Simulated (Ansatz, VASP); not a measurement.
## ZrS2 in VASP and in Ansatz

```
Zr S
1.0
     3.67436    0.00000    0.00000
    -1.83718    3.18209    0.00000
     0.00000    0.00000    5.85714
Zr S
1 2
Direct
  0.00000 0.00000 0.00000
  0.66667 0.33333 0.75376
  0.33333 0.66667 0.24624
```

Alike in both runs: task single point; functional PBE-based screened hybrid with a share of 0.1 of exact exchange and HFSCREEN = 0.1; k mesh 6 × 6 × 2; no spin polarisation.

|  | VASP | Ansatz |
| --- | --- | --- |
| version | VASP 6.6.1 | Ansatz 0.2.0 |
| potentials or method | VASP PAW PBE potentials, release 64 (Zr_sv, S) | plane waves |
| plane-wave cutoff (eV) | 400 | 420 |
| occupations | gaussian, width 0.01 eV | fixed |
| valence electrons in the cell | 24 | 24 |

|  | VASP | Ansatz | Ansatz less VASP |
| --- | --- | --- | --- |
| gap on the k mesh at the Fermi level (eV) | 1.31 | 1.31 | -0.004 |
| pressure (GPa) | 0.7 | 0.8 | +0.11 |
| traceless stress, the component that is largest in VASP (GPa) | 0.58 | 0.54 | -0.037 |
| rms of the force components (eV/Å) | 0.029 | 0.034 | +0.0052 |

VASP's potentials were made for PBE, not for PBE-based screened hybrid. Atom by atom the forces differ by 0.005 eV/Å (rms over components). Ansatz's warnings: stress exchange threshold loose, stress scf threshold loose.

The k mesh is coarse, so the values compare programs but aren't converged.
